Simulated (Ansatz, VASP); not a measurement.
# Two plane-wave programs on KAg4Sb3

```
CELL_PARAMETERS angstrom
4.50003 0.00000 0.00000
0.00000 4.50003 0.00000
0.00000 0.00000 10.43624
ATOMIC_POSITIONS crystal
K 0.00000 0.00000 0.50000
Ag 0.00000 0.50000 0.17108
Ag 0.50000 0.00000 0.17108
Ag 0.00000 0.50000 0.82892
Ag 0.50000 0.00000 0.82892
Sb 0.50000 0.50000 0.33234
Sb 0.50000 0.50000 0.66766
Sb 0.00000 0.00000 0.00000
```

Change from the starting cell: species swapped into the RbZn4As3 type (P4/mmm, No. 123).

Alike in both runs: task relaxation of cell and atoms; functional PBE; k mesh 8 × 8 × 4; occupations gaussian, width 0.1 eV; no spin polarisation.

|  | VASP | Ansatz |
| --- | --- | --- |
| version | VASP 6.6.1 | Ansatz 0.2.0 |
| potentials or method | VASP PAW PBE potentials, release 64 (K_sv, Ag, Sb), cutoff 600 eV | scalar-relativistic, plane waves, PAW |
| valence electrons in the cell | 68 | 130 |

|  | VASP | Ansatz | Ansatz less VASP |
| --- | --- | --- | --- |
| gap on the k mesh at the Fermi level, each at its own relaxed structure (eV) | none | none | - |
| relaxed volume (Å³/atom) | 26.32 | 26.35 | +0.028 |
| relaxed length of the cell vector where the two differ most in proportion (Å) | 4.892 | 4.896 | +0.0044 |

A gap of «none» marks a metal or a gap that the smearing closes. VASP's potentials hold 68 valence electrons a cell and Ansatz's 130, so a difference there can come from the potentials and not from the codes.

Spin-orbit coupling is off throughout.
